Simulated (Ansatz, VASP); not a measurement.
**CuAu3: VASP beside Ansatz**

```
CELL_PARAMETERS angstrom
3.96669 0.00000 0.00000
0.00000 3.96669 0.00000
0.00000 0.00000 3.96669
ATOMIC_POSITIONS crystal
Cu 0.00000 0.00000 0.00000
Au 0.00000 0.50000 0.50000
Au 0.50000 0.00000 0.50000
Au 0.50000 0.50000 0.00000
```

Change from the starting cell: volume scaled by 0.99.

Alike in both runs: task single point; functional LDA; k mesh 9 × 9 × 9; occupations fermi-dirac, width 0.05 eV; no spin polarisation.

|  | VASP | Ansatz |
| --- | --- | --- |
| version | VASP 6.6.1 | Ansatz 0.2.0 |
| potentials or method | VASP PAW LDA potentials, release 64 (Cu, Au), cutoff 520 eV | all-electron LAPW, scalar-relativistic |

VASP gave:

- pressure (GPa): -3.4

Task: Which values does Ansatz return?

Result: Pressure (GPa): -4.0.

LDA's correlation is that of Perdew and Zunger in VASP and of Perdew and Wang (1992) in Ansatz. Ansatz ran all-electron here, and VASP with PAW potentials.

Spin-orbit coupling is off throughout.
